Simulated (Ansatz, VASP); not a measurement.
# Two plane-wave programs on Ge

```xyz
8
Lattice="7.2342 0.0000 0.0000 0.0000 7.2342 0.0000 0.0000 0.0000 5.6300" Properties=species:S:1:pos:R:3 pbc="T T T"
Ge    3.6171    0.0000    4.4696
Ge    0.0000    3.6171    4.4696
Ge    1.7956    0.0000    2.8150
Ge    5.4386    0.0000    2.8150
Ge    0.0000    1.7956    2.8150
Ge    0.0000    5.4386    2.8150
Ge    3.6171    0.0000    1.1603
Ge    0.0000    3.6171    1.1603
```

Alike in both runs: functional PBE; k mesh 4 × 4 × 4; occupations gaussian, width 0.1 eV; no spin polarisation.

Ansatz relaxed the structure, and its values are those at the end. VASP's run is a single point on that final structure, the one shown.

```csv
,VASP,Ansatz
version,VASP 6.6.1,Ansatz 0.2.0
potentials or method,"VASP PAW PBE potentials, release 64 (Ge_d), cutoff 520 eV","scalar-relativistic, plane waves, PAW"
valence electrons in the cell,112,112
```

VASP gave:

```
gap on the k mesh at the Fermi level (eV) : none
pressure (GPa)                            : 0.2
rms of the force components (eV/Å)        : 0.014
```

**Question.** Estimate Ansatz's values.

**Answer.** gap on the k mesh at the Fermi level (eV): none; pressure (GPa): 0.2; rms of the force components (eV/Å): 0.015.

A gap of «none» marks a metal or a gap that the smearing closes.
